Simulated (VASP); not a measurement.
# AlN (Fm-3m) in VASP: notebook

Runs on AlN. Level: PBE. Tasks: single point.

All numbers are computed with VASP 6.6.1; they aren't measurements. Logs are shortened: lines on timing, memory, paths and dates and some standing lists are left out, and cuts for length are marked.

**1. The cell of the first run**

Symmetry: Fm-3m, No. 225, cubic system. The conventional cell has a = 3.900 Å, b = 3.900 Å, c = 3.900 Å, α = 90.00°, β = 90.00°, γ = 90.00°. Within 2.6 Å of Al (site symmetry m-3m) lie 6 N at 1.95 Å. N (site symmetry m-3m) has 6 Al at 1.95 Å within 2.6 Å.

**2. Single point, PBE**

The input, INCAR:

```
SYSTEM = AlN
ALGO = Normal ; EDIFF = 1E-6
ENCUT = 520 ; GGA = PE
ISIF = 2 ; ISMEAR = 0
LASPH = .TRUE. ; LCHARG = .FALSE.
LREAL = .FALSE. ; LWAVE = .FALSE.
NBANDS = 11 ; NELM = 60
PREC = Accurate ; SIGMA = 0.05
```

The input, KPOINTS:

```
k-points
0
G
  10 10 10
  0 0 0
```

The input, POSCAR:

```
AlN
1.0
    0.0000000000      1.9500109576      1.9500109576
    1.9500109576      0.0000000000      1.9500109576
    1.9500109576      1.9500109576      0.0000000000
Al N
1 1
Direct
    0.5000000000      0.5000000000      0.5000000000
    0.0000000000      0.0000000000      0.0000000000
```

Potentials or basis: VASP PAW PBE potentials, release 64 (Al, N).

Command:

```bash
> cat potpaw_PBE.64/Al/POTCAR potpaw_PBE.64/N/POTCAR > POTCAR
> mpirun -np 1 vasp_std > vasp.out
```

OUTCAR:

```text
SYSTEM = AlN
   EDIFF = 1E-6
   ENCUT = 520
   GGA = PE
   ISIF = 2
   ISMEAR = 0
   LASPH = .TRUE.
   LREAL = .FALSE.
   NELM = 60
   PREC = Accurate

 ion  position               nearest neighbor table
   1  0.500  0.500  0.500-   2 1.95   2 1.95   2 1.95   2 1.95   2 1.95   2 1.95
   2  0.000  0.000  0.000-   1 1.95   1 1.95   1 1.95   1 1.95   1 1.95   1 1.95

  LATTYP: Found a face centered cubic cell.
 ALAT       =     3.9000219152

  Lattice vectors:

 A1 = (   0.0000000000,   1.9500109576,   1.9500109576)
 A2 = (   1.9500109576,   0.0000000000,   1.9500109576)
 A3 = (   1.9500109576,   1.9500109576,   0.0000000000)

Analysis of symmetry for initial positions (statically):
=====================================================================
 Subroutine PRICEL returns:
 Original cell was already a primitive cell.

 Routine SETGRP: Setting up the symmetry group for a
 face centered cubic supercell.

 Subroutine GETGRP returns: Found 48 space group operations
 (whereof 48 operations were pure point group operations)
 out of a pool of 48 trial point group operations.

The static configuration has the point symmetry O_h .

Analysis of symmetry for dynamics (positions and initial velocities):
=====================================================================
 Subroutine PRICEL returns:
 Original cell was already a primitive cell.

 Routine SETGRP: Setting up the symmetry group for a
 face centered cubic supercell.

 Subroutine GETGRP returns: Found 48 space group operations
 (whereof 48 operations were pure point group operations)
 out of a pool of 48 trial point group operations.

The dynamic configuration has the point symmetry O_h .

 Subroutine INISYM returns: Found 48 space group operations
 (whereof 48 operations are pure point group operations),
 and found     1 'primitive' translations

----------------------------------------------------------------------------------------

                                     Primitive cell

  volume of cell :      14.8300

  direct lattice vectors                    reciprocal lattice vectors
     0.000000000  1.950010958  1.950010958    -0.256408816  0.256408816  0.256408816
     1.950010958  0.000000000  1.950010958     0.256408816 -0.256408816  0.256408816
     1.950010958  1.950010958  0.000000000     0.256408816  0.256408816 -0.256408816

  length of vectors
     2.757731943  2.757731943  2.757731943     0.444113096  0.444113096  0.444113096

  position of ions in fractional coordinates (direct lattice)
     0.500000000  0.500000000  0.500000000
     0.000000000  0.000000000  0.000000000

  ion indices of the primitive-cell ions
   primitive index   ion index
                 1           1
                 2           2

----------------------------------------------------------------------------------------

 KPOINTS: k-points

Automatic generation of k-mesh.
 Grid dimensions read from file:
 generate k-points for:   10   10   10

 Generating k-lattice:

  Cartesian coordinates                     Fractional coordinates (reciprocal lattice)
    -0.025640882  0.025640882  0.025640882     0.100000000  0.000000000  0.000000000
     0.025640882 -0.025640882  0.025640882     0.000000000  0.100000000  0.000000000
     0.025640882  0.025640882 -0.025640882     0.000000000  0.000000000  0.100000000

  Length of vectors
     0.044411310  0.044411310  0.044411310

  Shift w.r.t. Gamma in fractional coordinates (k-lattice)
     0.000000000  0.000000000  0.000000000

 Subroutine IBZKPT returns following result:
 ===========================================

 Found     47 irreducible k-points:

 Following reciprocal coordinates:
            Coordinates               Weight
  0.000000  0.000000  0.000000      1.000000
  0.100000  0.000000  0.000000      8.000000
  0.200000  0.000000  0.000000      8.000000
  0.300000  0.000000  0.000000      8.000000
  0.400000  0.000000  0.000000      8.000000
  0.500000  0.000000  0.000000      4.000000
[... 16 lines left out ...]
  0.300000  0.300000  0.000000      6.000000
  0.400000  0.300000  0.000000     24.000000
 [... further k-points ...]
   k-points           NKPTS =     47   k-points in BZ     NKDIM =     47   number of bands    NBANDS=     11
   number of dos      NEDOS =    301   number of ions     NIONS =      2
   total plane-waves  NPLWV =  13824
   dimension x,y,z NGX =    24 NGY =   24 NGZ =   24
   dimension x,y,z NGXF=    48 NGYF=   48 NGZF=   48
   ions per type =               1   1
   NGX,Y,Z   is equivalent  to a cutoff of  14.47, 14.47, 14.47 a.u.
   NGXF,Y,Z  is equivalent  to a cutoff of  28.94, 28.94, 28.94 a.u.
 SYSTEM =  AlN
   PREC   = accura    normal or accurate (medium, high low for compatibility)
   ISTART =      0    job   : 0-new  1-cont  2-samecut
   ICHARG =      2    charge: 1-file 2-atom 10-const
   ISPIN  =      1    spin polarized calculation?
   LNONCOLLINEAR =      F non collinear calculations
   LSORBIT =      F    spin-orbit coupling
   LASPH  =      T    aspherical Exc in radial PAW
   ENCUT  =  520.0 eV  38.22 Ry    6.18 a.u.   5.13  5.13  5.13*2*pi/ulx,y,z
   NELM   =     60;   NELMIN=  2; NELMDL= -5     # of ELM steps
   EDIFF  = 0.1E-05   stopping-criterion for ELM
   LREAL  =      F    real-space projection
   EDIFFG = 0.1E-04   stopping-criterion for IOM
   NSW    =      0    number of steps for IOM
   IBRION =     -1    ionic relax: 0-MD 1-quasi-New 2-CG
   NFREE  =      0    steps in history (QN), initial steepest desc. (CG)
   ISIF   =      2    stress and relaxation
   ISYM   =      2    0-nonsym 1-usesym 2-fastsym
   POTIM  = 0.5000    time-step for ionic-motion
   TEBEG  =    0.0;   TEEND  =   0.0 temperature during run
   PSTRESS=    0.0 pullay stress
   NELECT =       8.0000    total number of electrons
   NUPDOWN=      -1.0000    fix difference up-down
   EMIN   =  10.00;   EMAX   =-10.00  energy-range for DOS
   EFERMI =   0.00;   METHOD = LEGACY
   ISMEAR =     0;   SIGMA  =   0.05  broadening in eV -4-tet -1-fermi 0-gaus
   EFERMI_NEDOS =   21; number of points for ismear=-14 and -15
   IALGO  =     38    algorithm
   IMIX   =      4    mixing-type and parameters
     AMIX     =   0.40;   BMIX     =  1.00
     AMIX_MAG =   1.60;   BMIX_MAG =  1.00
  volume/ion in A,a.u.               =       7.41        50.04
  Fermi-wavevector in a.u.,A,eV,Ry     =   1.332676  2.518392 24.164277  1.776024
  Thomas-Fermi vector in A             =   2.461592
   LORBIT       =      0    0 simple, 1 ext, 2 COOP (PROOUT), +10 PAW based schemes
   GGA     = PE    functional components
   LHFCALC =     F    Hartree Fock is set to
   AEXX    =    0.0000 exact exchange contribution
   IVDW    =     0    specifies the selected vdW correction
   LEPSILON=     F    determine dielectric tensor
   LRPA    =     F    only Hartree local field effects (RPA)
 non-spin polarized calculation
 Gauss-broadening in eV      SIGMA  =   0.05
  energy-cutoff  :      520.00
  volume of cell :       14.83
 maximum number of plane-waves:       411
 NGX is ok and might be reduce to    24
   NGX = 11   NGY = 11   NGZ = 11

 number of electron       8.0000001 magnetization

 Free energy of the ion-electron system (eV)
  ---------------------------------------------------
  ext. energy  EPLUGINS =         0.00000000
  ---------------------------------------------------
  free energy    TOTEN  =       -14.31063035 eV

  energy without entropy =      -14.31063035  energy(sigma->0) =      -14.31063035

 E-fermi :  11.7835     XC(G=0): -12.8020

 val. band max:       11.4327424406   @ k =   0.0000   0.0000   0.0000
 cond. band min:      16.5300115586   @ k =   0.5000   0.5000   0.0000
 fundamental gap:      5.0972691180
 Fermi energy:        11.7834622125

 k-point     1 :       0.0000    0.0000    0.0000
  band No.  band energies     occupation
      1      -7.1450      2.00000
      2      11.4327      2.00000
      3      11.4327      2.00000
      4      11.4327      2.00000
      5      18.7617      0.00000
      6      23.9426      0.00000
      7      23.9426      0.00000
      8      23.9426      0.00000
      9      29.3861      0.00000
     10      30.0308      0.00000
     11      30.0308      0.00000

 k-point     2 :       0.1000    0.0000    0.0000
  band No.  band energies     occupation
      1      -6.9179      2.00000
      2      10.3985      2.00000
      3      11.2844      2.00000
      4      11.2844      2.00000
      5      19.3101      0.00000
      6      23.0565      0.00000
      7      24.2995      0.00000
      8      24.2995      0.00000
      9      28.7358      0.00000
     10      28.7358      0.00000
     11      30.9884      0.00000

 k-point     3 :       0.2000    0.0000    0.0000
  band No.  band energies     occupation
      1      -6.2555      2.00000
      2       8.1184      2.00000
      3      10.9265      2.00000
      4      10.9265      2.00000
      5      19.5607      0.00000
      6      22.9606      0.00000
      7      24.7248      0.00000
      8      24.7248      0.00000
      9      28.0458      0.00000
     10      28.0458      0.00000
     11      30.7263      0.00000

 k-point     4 :       0.3000    0.0000    0.0000
  band No.  band energies     occupation
      1      -5.2305      2.00000
      2       5.5735      2.00000
      3      10.5324      2.00000
      4      10.5324      2.00000
      5      18.9340      0.00000
      6      24.1921      0.00000
      7      24.1921      0.00000
      8      24.3803      0.00000
      9      29.5109      0.00000
     10      29.5109      0.00000
     11      29.7844      0.00000
[... 239 lines left out ...]
 k-point    22 :      -0.2000    0.2000    0.0000
  band No.  band energies     occupation
      1      -4.8994      2.00000
      2       6.2090      2.00000
      3       8.1304      2.00000
      4      10.5858      2.00000
      5      21.2247      0.00000
      6      21.9193      0.00000
      7      23.5998      0.00000
      8      25.1349      0.00000
      9      27.0343      0.00000
     10      31.7336      0.00000
     11      33.8099      0.00000

 k-point    23 :       0.3000    0.3000    0.0000
  band No.  band energies     occupation
      1      -4.6298      2.00000
      2       6.3001      2.00000
      3       9.1855      2.00000
      4       9.1855      2.00000
      5      18.0386      0.00000
      6      19.5215      0.00000
      7      24.5235      0.00000
      8      28.4026      0.00000
      9      28.4026      0.00000
     10      33.0058      0.00000
     11      37.2962      0.00000

 k-point    24 :       0.4000    0.3000    0.0000
  band No.  band energies     occupation
      1      -3.7640      2.00000
      2       5.1297      2.00000
      3       8.3258      2.00000
      4       8.9000      2.00000
      5      17.9230      0.00000
      6      19.1255      0.00000
      7      24.9402      0.00000
      8      28.4300      0.00000
      9      29.3427      0.00000
     10      34.5005      0.00000
     11      37.9288      0.00000

 [... further k-points ...]
[... 5 lines left out ...]
  --------------------------------------------------------------------------------------
  -------------------------------------------------------------------------------------
  Total        3.8260164      3.8260164      3.8260164      0.0000000      0.0000000     -0.0000000
  in kB      413.3484004    413.3484004    413.3484004      0.0000000      0.0000000     -0.0000000
  external PRESSURE =     413.3484004 kB  Pullay stress =       0.0000000 kB

 VOLUME and BASIS-vectors are now :
 -----------------------------------------------------------------------------
  energy-cutoff  :      520.00
  volume of cell :       14.83
      direct lattice vectors                 reciprocal lattice vectors
     0.000000000  1.950010958  1.950010958    -0.256408816  0.256408816  0.256408816
     1.950010958  0.000000000  1.950010958     0.256408816 -0.256408816  0.256408816
     1.950010958  1.950010958  0.000000000     0.256408816  0.256408816 -0.256408816

 POSITION                                       TOTAL-FORCE (eV/Angst)
 -----------------------------------------------------------------------------------
      1.95001      1.95001      1.95001         0.000000     -0.000000     -0.000000
      0.00000      0.00000      0.00000        -0.000000      0.000000      0.000000
 -----------------------------------------------------------------------------------
    total drift:                                0.000000     -0.000000     -0.000000

  FREE ENERGIE OF THE ION-ELECTRON SYSTEM (eV)
  ---------------------------------------------------
  free  energy   TOTEN  =       -14.3106303489 eV

  energy  without entropy=      -14.3106303489  energy(sigma->0) =      -14.31063035
```

Run time: 5.1 s. Hardware: 1 thread of AMD EPYC 9R45 (Zen 5), shared host; peak memory 0.1 GiB.

What came out:

```yaml
Free_energy: -14.3106 eV
Pressure: 41.3 GPa
Band_gap_on_the_k_mesh: 5.10 eV, indirect (least direct gap 7.33 eV)
```

**3. Single point, PBE**

This run uses another cell than the first one, of 7.75 Å³/atom, 1.045 times its volume.

The input, INCAR:

```
SYSTEM = AlN
ALGO = Normal
EDIFF = 1E-6
ENCUT = 520
GGA = PE
ISIF = 2
ISMEAR = 0
LASPH = .True.
LCHARG = .False.
LREAL = .False.
LWAVE = .False.
NBANDS = 11
NELM = 60
PREC = Accurate
SIGMA = 0.05
```

The input, KPOINTS:

```
k-points
0
Gamma
  10 10 10
  0 0 0
```

The input, POSCAR:

```
AlN
1.0
    0.0000000000      1.9791160221      1.9791160221
    1.9791160221      0.0000000000      1.9791160221
    1.9791160221      1.9791160221      0.0000000000
Al N
1 1
Direct
    0.5000000000      0.5000000000      0.5000000000
    0.0000000000      0.0000000000      0.0000000000
```

Potentials or basis: VASP PAW PBE potentials, release 64 (Al, N).

Command:

```bash
> cat potpaw_PBE.64/Al/POTCAR potpaw_PBE.64/N/POTCAR > POTCAR
> mpirun -np 1 vasp_std > vasp.out
```

OUTCAR:

```text
SYSTEM = AlN
   EDIFF = 1E-6
   ENCUT = 520
   GGA = PE
   ISIF = 2
   ISMEAR = 0
   LASPH = .True.
   LREAL = .False.
   NELM = 60
   PREC = Accurate

 ion  position               nearest neighbor table
   1  0.500  0.500  0.500-   2 1.98   2 1.98   2 1.98   2 1.98   2 1.98   2 1.98
   2  0.000  0.000  0.000-   1 1.98   1 1.98   1 1.98   1 1.98   1 1.98   1 1.98

  LATTYP: Found a face centered cubic cell.
 ALAT       =     3.9582320442

  Lattice vectors:

 A1 = (   0.0000000000,   1.9791160221,   1.9791160221)
 A2 = (   1.9791160221,   0.0000000000,   1.9791160221)
[... 514 lines left out ...]
      7      23.7746      0.00000
      8      27.2308      0.00000
      9      28.0789      0.00000
     10      33.3657      0.00000
     11      36.5977      0.00000

 [... further k-points ...]
[... 5 lines left out ...]
  --------------------------------------------------------------------------------------
  -------------------------------------------------------------------------------------
  Total        2.3838460      2.3838460      2.3838460     -0.0000000     -0.0000000     -0.0000000
  in kB      246.3457203    246.3457203    246.3457203     -0.0000000     -0.0000000     -0.0000000
  external PRESSURE =     246.3457203 kB  Pullay stress =       0.0000000 kB

 VOLUME and BASIS-vectors are now :
 -----------------------------------------------------------------------------
  energy-cutoff  :      520.00
  volume of cell :       15.50
      direct lattice vectors                 reciprocal lattice vectors
     0.000000000  1.979116022  1.979116022    -0.252638044  0.252638044  0.252638044
     1.979116022  0.000000000  1.979116022     0.252638044 -0.252638044  0.252638044
     1.979116022  1.979116022  0.000000000     0.252638044  0.252638044 -0.252638044

 POSITION                                       TOTAL-FORCE (eV/Angst)
 -----------------------------------------------------------------------------------
      1.97912      1.97912      1.97912        -0.000000      0.000000      0.000000
      0.00000      0.00000      0.00000         0.000000     -0.000000     -0.000000
 -----------------------------------------------------------------------------------
    total drift:                                0.000000     -0.000000     -0.000000

  FREE ENERGIE OF THE ION-ELECTRON SYSTEM (eV)
  ---------------------------------------------------
  free  energy   TOTEN  =       -14.4487774867 eV

  energy  without entropy=      -14.4487774867  energy(sigma->0) =      -14.44877749
```

OSZICAR:

```text
N       E                     dE             d eps       ncg     rms          rms(c)
DAV:   1     0.587118017343E+01    0.58712E+01   -0.42472E+03  1042   0.679E+02
DAV:   2    -0.157357631892E+02   -0.21607E+02   -0.20715E+02  1299   0.126E+02
DAV:   3    -0.162556769273E+02   -0.51991E+00   -0.51887E+00  1259   0.172E+01
DAV:   4    -0.162571784633E+02   -0.15015E-02   -0.15014E-02  1154   0.982E-01
DAV:   5    -0.162571892849E+02   -0.10822E-04   -0.10821E-04  1208   0.836E-02    0.787E+00
DAV:   6    -0.144765560272E+02    0.17806E+01   -0.71866E+00  1133   0.146E+01    0.286E+00
DAV:   7    -0.144540269328E+02    0.22529E-01   -0.22800E-01  1144   0.335E+00    0.186E+00
DAV:   8    -0.144491021091E+02    0.49248E-02   -0.15106E-02  1094   0.107E+00    0.356E-01
DAV:   9    -0.144487304318E+02    0.37168E-03   -0.14996E-03  1190   0.239E-01    0.161E-01
DAV:  10    -0.144487849010E+02   -0.54469E-04   -0.14534E-04  1139   0.867E-02    0.509E-02
DAV:  11    -0.144487777417E+02    0.71593E-05   -0.24173E-05  1196   0.282E-02    0.794E-03
DAV:  12    -0.144487774867E+02    0.25499E-06   -0.70949E-07   592   0.726E-03
   1 F= -.14448777E+02 E0= -.14448777E+02  d E =-.131079E-15
```

stdout:

```text
POSCAR found type information on POSCAR AlN
 POSCAR found :  2 types and       2 ions
 scaLAPACK will be used
 LDA part: xc-table for (Slater+PW92), standard interpolation
 POSCAR, INCAR and KPOINTS ok, starting setup
 FFT: planning ... GRIDC
 FFT: planning ... GRID_SOFT
 FFT: planning ... GRID
 WAVECAR not read
 entering main loop
```

Wall time 5.3 s (1 thread of AMD EPYC 9R45 (Zen 5), shared host); peak memory 0.1 GiB.

What came out:

| Property | Result |
| --- | --- |
| Free energy | -14.4488 eV |
| Pressure | 24.6 GPa |
| Band gap on the k mesh | 5.19 eV, indirect (least direct gap 6.63 eV) |

Levels at points of the mesh, in eV from the valence-band top:
```csv
k point,band 1,band 2,band 3,band 4,band 5,band 6,band 7,band 8,band 9
"(0.00, 0.00, 0.00)",-18.15,0.00,0.00,0.00,6.63,12.37,12.37,12.37,17.69
"(0.50, 0.00, 0.00)",-14.62,-8.72,-1.20,-1.20,6.55,11.53,11.53,14.27,16.83
"(0.50, 0.50, 0.00)",-13.55,-7.82,-2.97,-2.97,5.19,5.24,14.85,18.28,18.28
```

A k mesh can miss the band edges. As with any semilocal functional, this PBE gap is likely too small.

(Continued in part 2 of 2.)
